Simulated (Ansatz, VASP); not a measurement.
# SiC in VASP and in Ansatz

```
Si C
1.0
     3.07351    0.00000    0.00000
    -1.53676    2.66174    0.00000
     0.00000    0.00000    5.04525
Si C
2 2
Direct
  0.33333 0.66667 0.51942
  0.66667 0.33333 0.99960
  0.33333 0.66667 0.87540
  0.66667 0.33333 0.37540
```

Alike in both runs: task single point; functional PBE; k mesh 12 × 12 × 7; occupations fermi-dirac, width 0.05 eV; no spin polarisation.

|  | VASP | Ansatz |
| --- | --- | --- |
| version | VASP 6.6.1 | Ansatz 0.2.0 |
| potentials or method | VASP PAW PBE potentials, release 64 (Si, C), cutoff 520 eV | all-electron LAPW, scalar-relativistic |

Ansatz gave:

- gap on the k mesh at the Fermi level (eV): 1.78
- least direct gap on the mesh (eV): 3.73
- pressure (GPa): 4.6
- traceless stress, the component that is largest in VASP (GPa): 4.65
- rms of the force components (eV/Å): 1.066

**Question.** Which values does VASP return?

**Answer.** gap on the k mesh at the Fermi level (eV): 1.78; least direct gap on the mesh (eV): 3.73; pressure (GPa): 4.6; traceless stress, the component that is largest in VASP (GPa): 4.64; rms of the force components (eV/Å): 1.065.

Atom by atom the forces differ by 0.002 eV/Å (rms over components). Ansatz ran all-electron here, and VASP with PAW potentials.
